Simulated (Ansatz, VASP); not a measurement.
BePt in VASP and in Ansatz

```
Be Pt
1.0
     0.00000    2.33287    2.33287
     2.33287    0.00000    2.33287
     2.33287    2.33287    0.00000
Be Pt
1 1
Direct
  0.00000 0.00000 0.00000
  0.50000 0.50000 0.50000
```

Alike in both runs: functional PBE; k mesh 20 × 20 × 20; occupations fermi-dirac, width 0.15 eV; no spin polarisation.

Ansatz relaxed the structure, and its values are those at the end. VASP's run is a single point on that final structure, the one shown.

|  | VASP | Ansatz |
| --- | --- | --- |
| version | VASP 6.6.1 | Ansatz 0.2.0 |
| potentials or method | VASP PAW PBE potentials, release 64 (Be, Pt), cutoff 520 eV | scalar-relativistic, plane waves, PAW |
| valence electrons in the cell | 12 | 20 |

```csv
,VASP,Ansatz,Ansatz less VASP
gap on the k mesh at the Fermi level (eV),none,none,-
pressure (GPa),0.0,0.0,0.00
```

A gap of «none» marks a metal or a gap that the smearing closes. With one functional, cell and mesh, what is left measures potentials, basis and numerics. VASP's potentials hold 12 valence electrons a cell and Ansatz's 20, so a difference there can come from the potentials and not from the codes.

Spin-orbit coupling is off throughout.
